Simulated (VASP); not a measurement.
# AlN: single point with revPBE

Crystal: AlN.

```
CELL_PARAMETERS angstrom
0.00000 2.03077 2.03077
2.03077 0.00000 2.03077
2.03077 2.03077 0.00000
ATOMIC_POSITIONS crystal
Al 0.00000 0.00000 0.00000
N 0.50000 0.50000 0.50000
```

This cell differs from its parent crystal: volume scaled by 0.98.

* Program: VASP 6.6.1
* Task: single point
* Functional: revPBE
* Potentials or basis: VASP PAW PBE potentials, release 64 (Al, N)
* Cutoff: 520 eV
* k mesh: 10 × 10 × 10
* Occupations: gaussian, width 0.05 eV
* Spin: no spin polarisation

The pressure is 4.6 GPa and the band gap on the k mesh is 4.57 eV, indirect (least direct gap 5.50 eV).

Levels at points of the mesh, in eV from the valence-band top:
```
           k point  band 2  band 3  band 4  band 5  band 6  band 7
(0.00, 0.00, 0.00)    0.00    0.00    0.00    5.50   12.13   12.13
(0.50, 0.00, 0.00)   -8.21   -1.06   -1.06    6.06   10.95   10.95
(0.50, 0.50, 0.00)   -7.29   -2.76   -2.76    4.57    5.32   13.95
```

Run time: 3.2 s on 1 thread of Intel(R) Xeon(R) 6975P-C (Granite Rapids), on a shared host, peak memory 0.13 GiB.

Caveat: the PAW data sets were made with another functional, which shifts forces and pressure a little. A k mesh can miss the band edges.
